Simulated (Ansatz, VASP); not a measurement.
# Ge: VASP beside Ansatz

File INCAR:

```
PREC = Accurate
ENCUT = 520
EDIFF = 1E-6
ISMEAR = 0
SIGMA = 0.15
LREAL = False
LASPH = True
NELM = 60
ALGO = Normal
ISIF = 2
LWAVE = False
LCHARG = False
GGA = PE
NBANDS = 21
```

File KPOINTS:

```
Automatic mesh
0
Gamma
  14 14 14
```

Contents of POSCAR:

```
Ge
1.0
    0.0000000000      2.7863384500      2.8287700000
    2.7863384500      0.0000000000      2.8287700000
    2.7863384500      2.7863384500      0.0000000000
Ge
2
Direct
    0.5000000000      0.5000000000      0.5000000000
    0.7500000000      0.7500000000      0.7500000000
```

Input for Ansatz:

```yaml
crystal:
  lattice:
    - [0.0, 2.78633845, 2.82877]
    - [2.78633845, 0.0, 2.82877]
    - [2.78633845, 2.78633845, 0.0]
  atoms:
    - { symbol: Ge, position: [0.5, 0.5, 0.5] }
    - { symbol: Ge, position: [0.75, 0.75, 0.75] }
basis:
  ecutwfc: 420
kpoints:
  mp_grid: { grid: [14, 14, 14] }
hamiltonian:
  xc: pbe
scf:
  occupations: { method: gaussian, width: 0.15 }
output:
  forces: true
  stress: true
  eigenvalues: true
  write_density: true
  write_potential: true
  elf: true
  volumetric_format: npy
```

Change from the starting cell: strain -0.015 along x and y, +0.000 along z, atoms carried along.

Alike in both runs: task single point; functional PBE; k mesh 14 × 14 × 14; occupations gaussian, width 0.15 eV; no spin polarisation.

```csv
,VASP,Ansatz
version,VASP 6.6.1,Ansatz 0.2.0
potentials or method,"VASP PAW PBE potentials, release 64 (Ge_d), cutoff 520 eV","scalar-relativistic, plane waves, PAW"
valence electrons in the cell,28,28
```

|  | VASP | Ansatz | Ansatz less VASP |
| --- | --- | --- | --- |
| gap on the k mesh at the Fermi level (eV) | 0.23 | 0.23 | -0.005 |
| least direct gap on the mesh (eV) | 0.27 | 0.27 | -0.006 |
| pressure (GPa) | 6.1 | 6.1 | +0.07 |
| traceless stress, the component that is largest in VASP (GPa) | -0.75 | -0.75 | +0.006 |
